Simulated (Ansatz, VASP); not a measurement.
Na3BPd: VASP beside Ansatz

```xyz
10
Lattice="4.0835 0.0000 0.0000 0.0000 4.9719 0.0000 -0.2124 0.0000 11.4525" Properties=species:S:1:pos:R:3 pbc="T T T"
Na    2.0361    2.4859    5.7200
Na    0.1826    2.4859    0.0081
Na    2.0514    0.0000    1.7190
Na    0.0652    0.0000    7.4425
Na    0.1265    0.0000    4.0114
Na    1.9643    0.0000    9.7379
B     1.0877    2.4859    2.8656
B     1.0177    2.4859    8.5865
Pd    3.1314    2.4859    2.8589
Pd    3.0588    2.4859    8.5866
```

Change from the starting cell: the structure that the rattled cell fell into.

Alike in both runs: task relaxation of cell and atoms; functional PBE; k mesh 10 × 8 × 4; occupations gaussian, width 0.1 eV; no spin polarisation.

|  | VASP | Ansatz |
| --- | --- | --- |
| version | VASP 6.6.1 | Ansatz 0.2.0 |
| potentials or method | VASP PAW PBE potentials, release 64 (Na_pv, B, Pd), cutoff 500 eV | scalar-relativistic, plane waves, PAW |
| valence electrons in the cell | 68 | 96 |

|  | VASP | Ansatz | Ansatz less VASP |
| --- | --- | --- | --- |
| gap on the k mesh at the Fermi level, each at its own relaxed structure (eV) | none | none | - |
| relaxed volume (Å³/atom) | 23.33 | 23.30 | -0.026 |
| relaxed length of the cell vector where the two differ most in proportion (Å) | 4.057 | 4.053 | -0.0041 |

A gap of «none» marks a metal or a gap that the smearing closes. VASP's potentials hold 68 valence electrons a cell and Ansatz's 96, so a difference there can come from the potentials and not from the codes.
